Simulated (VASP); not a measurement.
# BaTiO3 in VASP: notebook, part 3 of 3

VASP 6.6.1.

### Step 5. Single point, PBE (12.98 Å³/atom)

This run uses another cell than the first one, of 12.98 Å³/atom.

Contents of INCAR:

```
PREC = Accurate ; ENCUT = 520
EDIFF = 1E-6 ; ISMEAR = 0
SIGMA = 0.02 ; LREAL = F
LASPH = T ; NELM = 100
ALGO = Normal ; ISIF = 2
LWAVE = F ; LCHARG = F
GGA = PE ; NBANDS = 28
```

Contents of KPOINTS:

```
Automatic mesh
0
Gamma
  6 6 6
```

Contents of POSCAR:

```
BaTiO3
1.0
    2.8368957788      1.6378825416      2.3279827511
   -2.8368957788      1.6378825416      2.3279827511
    0.0000000000     -3.2757650831      2.3279827511
Ba Ti O
1 1 3
Direct
    0.0027765409      0.0027765409      0.0027765409
    0.5153296475      0.5153296475      0.5153296475
    0.4894117898      0.4894117898      0.9817702320
    0.4894117898      0.9817702320      0.4894117898
    0.9817702320      0.4894117898      0.4894117898
```

Potentials or basis: VASP PAW PBE potentials, release 64 (Ba_sv, Ti_sv, O).

The run is started by

```bash
cat potpaw_PBE.64/Ba_sv/POTCAR potpaw_PBE.64/Ti_sv/POTCAR potpaw_PBE.64/O/POTCAR > POTCAR
mpirun -np 1 vasp_std > vasp.out
```

OUTCAR:

```text
PREC = Accurate
   ENCUT = 520
   EDIFF = 1E-6
   ISMEAR = 0
   LREAL = F
   LASPH = T
   NELM = 100
   ISIF = 2
   GGA = PE

 ion  position               nearest neighbor table
   1  0.003  0.003  0.003-   4 2.77   5 2.77   3 2.77   3 2.84   3 2.84   4 2.84   5 2.84   5 2.84
                             4 2.84   5 2.92   4 2.92   3 2.92   2 3.40   2 3.45   2 3.45   2 3.45
   2  0.515  0.515  0.515-   3 1.88   4 1.88   5 1.88   3 2.15   4 2.15   5 2.15   1 3.40   1 3.45
                             1 3.45   1 3.45   1 3.51   1 3.51   1 3.51   1 3.58
   3  0.489  0.489  0.982-   2 1.88   2 2.15   1 2.77   1 2.84   1 2.84   1 2.92
   4  0.489  0.982  0.489-   2 1.88   2 2.15   1 2.77   1 2.84   1 2.84   1 2.92
   5  0.982  0.489  0.489-   2 1.88   2 2.15   1 2.77   1 2.84   1 2.84   1 2.92

  LATTYP: Found a trigonal (rhomboedric) cell.
 ALAT       =     4.0187237488
 COS(alpha) =     0.0033550946

  Lattice vectors:

 A1 = (   2.8368957788,   1.6378825416,   2.3279827511)
 A2 = (  -2.8368957788,   1.6378825416,   2.3279827511)
 A3 = (   0.0000000000,  -3.2757650831,   2.3279827511)

Analysis of symmetry for initial positions (statically):
=====================================================================
 Subroutine PRICEL returns:
[... 183 lines left out ...]
 Fermi energy:         3.7733831173

 k-point     1 :       0.0000    0.0000    0.0000
  band No.  band energies     occupation
      1     -52.6425      2.00000
      2     -28.8930      2.00000
      3     -28.8930      2.00000
      4     -28.8923      2.00000
      5     -21.1439      2.00000
      6     -13.1205      2.00000
[... 733 lines left out ...]
     27      11.8133      0.00000
     28      12.2811      0.00000

 [... further k-points ...]

------------------------ aborting loop because EDIFF is reached ----------------------------------------

  FORCE on cell =-STRESS in cart. coord.  units (eV):
  Direction    XX          YY          ZZ          XY          YZ          ZX
  --------------------------------------------------------------------------------------
  -------------------------------------------------------------------------------------
  Total        2.0228640      2.0228640      1.9849894      0.0000000      0.0000000      0.0000000
  in kB       49.9367323     49.9367323     49.0017543      0.0000000      0.0000000      0.0000000
  external PRESSURE =      49.6250730 kB  Pullay stress =       0.0000000 kB

 VOLUME and BASIS-vectors are now :
 -----------------------------------------------------------------------------
  energy-cutoff  :      520.00
  volume of cell :       64.90
      direct lattice vectors                 reciprocal lattice vectors
     2.836895779  1.637882542  2.327982751     0.176248984  0.101757399  0.143185482
    -2.836895779  1.637882542  2.327982751    -0.176248984  0.101757399  0.143185482
     0.000000000 -3.275765083  2.327982751     0.000000000 -0.203514797  0.143185482

 POSITION                                       TOTAL-FORCE (eV/Angst)
 -----------------------------------------------------------------------------------
      0.00000      0.00000      0.01939        -0.000000     -0.000000     -0.038956
      0.00000      0.00000      3.59904        -0.000000     -0.000000     -0.073696
      0.00000     -1.61285      4.56423        -0.000000     -0.027263      0.037551
     -1.39677      0.80643      4.56423        -0.023610      0.013631      0.037551
      1.39677      0.80643      4.56423         0.023610      0.013631      0.037551
 -----------------------------------------------------------------------------------
    total drift:                               -0.000000     -0.000001      0.000418

  FREE ENERGIE OF THE ION-ELECTRON SYSTEM (eV)
  ---------------------------------------------------
  free  energy   TOTEN  =       -40.0178163737 eV

  energy  without entropy=      -40.0178163737  energy(sigma->0) =      -40.01781637
```

OSZICAR:

```text
N       E                     dE             d eps       ncg     rms          rms(c)
DAV:   1     0.441951520825E+03    0.44195E+03   -0.20761E+04  1792   0.155E+03
DAV:   2    -0.304846450139E+01   -0.44500E+03   -0.42208E+03  2056   0.432E+02
DAV:   3    -0.484589462931E+02   -0.45410E+02   -0.44963E+02  2492   0.136E+02
DAV:   4    -0.505847900859E+02   -0.21258E+01   -0.21209E+01  2668   0.257E+01
DAV:   5    -0.506444520541E+02   -0.59662E-01   -0.59654E-01  2408   0.329E+00    0.236E+01
DAV:   6    -0.402150060447E+02    0.10429E+02   -0.55653E+01  2688   0.681E+01    0.101E+01
DAV:   7    -0.401954800602E+02    0.19526E-01   -0.11192E+01  2444   0.249E+01    0.720E+00
DAV:   8    -0.400126773981E+02    0.18280E+00   -0.60467E-01  2160   0.721E+00    0.373E+00
DAV:   9    -0.400447823487E+02   -0.32105E-01   -0.37383E-01  2692   0.540E+00    0.159E+00
DAV:  10    -0.400217772614E+02    0.23005E-01   -0.16132E-01  2128   0.416E+00    0.580E-01
DAV:  11    -0.400178725196E+02    0.39047E-02   -0.19658E-02  2164   0.852E-01    0.148E-01
DAV:  12    -0.400180853505E+02   -0.21283E-03   -0.26867E-03  2436   0.485E-01    0.145E-01
DAV:  13    -0.400178094205E+02    0.27593E-03   -0.10078E-03  2292   0.332E-01    0.182E-02
DAV:  14    -0.400178163213E+02   -0.69008E-05   -0.37488E-05  2356   0.429E-02    0.833E-03
DAV:  15    -0.400178163737E+02   -0.52361E-07   -0.81160E-06  2140   0.227E-02
   1 F= -.40017816E+02 E0= -.40017816E+02  d E =-.259331E-13
```

stdout:

```text
POSCAR found type information on POSCAR BaTiO
 POSCAR found :  3 types and       5 ions
 scaLAPACK will be used
 LDA part: xc-table for (Slater+PW92), standard interpolation
 POSCAR, INCAR and KPOINTS ok, starting setup
 FFT: planning ... GRIDC
 FFT: planning ... GRID_SOFT
 FFT: planning ... GRID
 WAVECAR not read
 entering main loop
```

Wall time 83 s (1 thread of Intel Xeon 8259CL, shared host); peak memory 0.21 GiB.

What came out:

| Quantity | Value |
| --- | --- |
| Free energy | -40.0178 eV |
| Pressure | 5.0 GPa |
| Largest force | 0.074 eV/Å |
| Band gap on the k mesh | 2.39 eV (least direct gap 2.81 eV) |

Forces in eV/Å, atoms in the order of the input:
```
Ba   0.000  0.000 -0.039
Ti   0.000  0.000 -0.074
O    0.000 -0.027  0.038
O   -0.024  0.014  0.038
O    0.024  0.014  0.038
```

Stress tensor (GPa, compression positive):
```
4.99 0.00 0.00
0.00 4.99 0.00
0.00 0.00 4.90
```

Caveat: the cell stands under pressure; spin-orbit coupling is left out, which moves the levels of the heavy elements.

### Step 6. Relaxation of shape and atoms at fixed volume, PBE (11.78 Å³/atom)

Contents of INCAR:

```
  PREC = Accurate
  ENCUT = 600
  EDIFF = 1E-7
  ISMEAR = 0
  SIGMA = 0.02
  LREAL = False
  LASPH = True
  NELM = 80
  ALGO = Normal
  ISIF = 4
  LWAVE = False
  LCHARG = False
  GGA = PE
  IBRION = 2
  NSW = 50
  EDIFFG = -0.01
```

Contents of KPOINTS:

```
regular mesh
0
Gamma
  6 6 6
```

Contents of POSCAR:

```
BaTiO3
1.0
    2.7502520091      1.5878587378      2.2471521416
   -2.7502520091      1.5878587378      2.2471521416
    0.0000000000     -3.1757174756      2.2471521416
Ba Ti O
1 1 3
Direct
   -0.0017276992     -0.0017276992     -0.0017276992
    0.5042104875      0.5042104875      0.5042104875
    0.4926779986      0.4926779986      0.9908612144
    0.4926779986      0.9908612144      0.4926779986
    0.9908612144      0.4926779986      0.4926779986
```

Potentials or basis: VASP PAW PBE potentials, release 64 (Ba_sv, Ti_sv, O).

The run is started by

```bash
cat potpaw_PBE.64/Ba_sv/POTCAR potpaw_PBE.64/Ti_sv/POTCAR potpaw_PBE.64/O/POTCAR > POTCAR
mpirun -np 1 vasp_std > vasp.out
```

It took 5.2 min on 1 thread of Intel Xeon 8259CL, shared host; peak memory 0.22 GiB.

Results (log left out):

| Quantity | Value |
| --- | --- |
| Free energy | -39.5613 eV |
| Energy gained by relaxing | 1.4 meV/atom |
| Ionic steps | 9 |
| Pressure after relaxing | 22.1 GPa |
| Largest force after relaxing | 0.008 eV/Å |
| Band gap on the k mesh | 1.91 eV (least direct gap 1.96 eV) |

Forces on the atoms (eV/Å):
```
Ba   0.000  0.000 -0.006
Ti   0.000  0.000  0.001
O    0.000  0.008  0.002
O    0.007 -0.004  0.002
O   -0.007 -0.004  0.002
```

Step by step:
| step | energy change (eV) | largest force (eV/Å) | pressure (GPa) | volume (Å³) |
| --- | --- | --- | --- | --- |
| 1 | 0.0000 | 0.1696 | 22.71 | 58.88 |
| 2 | -0.0028 | 0.1168 | 22.44 | 58.88 |
| 3 | -0.0035 | 0.0869 | 22.27 | 58.88 |
| 4 | -0.0050 | 0.0612 | 22.22 | 58.88 |
| 5 | -0.0064 | 0.0502 | 22.12 | 58.88 |
| 6 | -0.0065 | 0.0335 | 22.12 | 58.88 |
| 7 | -0.0068 | 0.0086 | 22.10 | 58.88 |
| 8 | -0.0068 | 0.0083 | 22.10 | 58.88 |
| 9 | -0.0068 | 0.0081 | 22.10 | 58.88 |

Final structure:
```yaml
crystal:
  lattice:
    - [2.75068, 1.58811, 2.24645]
    - [-2.75068, 1.58811, 2.24645]
    - [0.00000, -3.17621, 2.24645]
  atoms:
    - { symbol: Ba, position: [0.99586, 0.99586, 0.99586] }
    - { symbol: Ti, position: [0.49590, 0.49590, 0.49590] }
    - { symbol: O, position: [0.49560, 0.49560, 0.99574] }
    - { symbol: O, position: [0.49560, 0.99574, 0.49560] }
    - { symbol: O, position: [0.99574, 0.49560, 0.49560] }
```

Levels at points of the mesh, in eV from the valence-band top:
```
           k point  band 16  band 17  band 18  band 19  band 20  band 21  band 22  band 23  band 24
(0.00, 0.00, 0.00)    -1.24    -1.23    -0.05    -0.05    -0.05     1.91     1.91     1.91     4.50
(0.50, 0.00, 0.00)    -2.05    -1.92    -1.92    -0.70    -0.70     2.11     3.93     3.93     4.53
(0.50, 0.50, 0.00)    -3.01    -1.67    -0.81    -0.81    -0.10     3.94     3.94     4.39     5.50
(0.50, 0.50, 0.50)    -2.34    -2.34     0.00     0.00     0.00     4.71     4.71     4.71     7.12
```

Caveat: spin-orbit coupling is left out, which moves the levels of the heavy elements.

### Step 7. The runs side by side

```tsv
task	cell	cutoff (eV)	gap on the mesh (eV)	pressure (GPa)	largest force (eV/Å)
single point	a = 3.890 Å, 5 atoms, atomic positions A	520	1.91	22.4	-
single point	a = 3.934 Å, 5 atoms, atomic positions B	520	1.98	14.8	0.03
single point	a = 3.977 Å, angles 89.9°, 5 atoms, atomic positions C	520	2.19	9.3	0.05
single point	a = 4.019 Å, angles 89.8°, 5 atoms, atomic positions D	520	2.39	5.0	0.07
relaxation of shape and atoms at fixed volume	relaxed from a = 3.890 Å, 5 atoms, atomic positions B	600	1.91	22.1	0.01
```

Alike in all rows: level PBE; potentials or basis VASP PAW PBE potentials, release 64 (Ba_sv, Ti_sv, O); no spin polarisation; k mesh 6 × 6 × 6; smearing gaussian 0.02 eV.

Caveats: spin-orbit coupling is left out, which moves the levels of the heavy elements; the cell stands under pressure (at least some runs).

Total energies depend on the potentials used, so only differences within one code and one set of settings carry meaning.
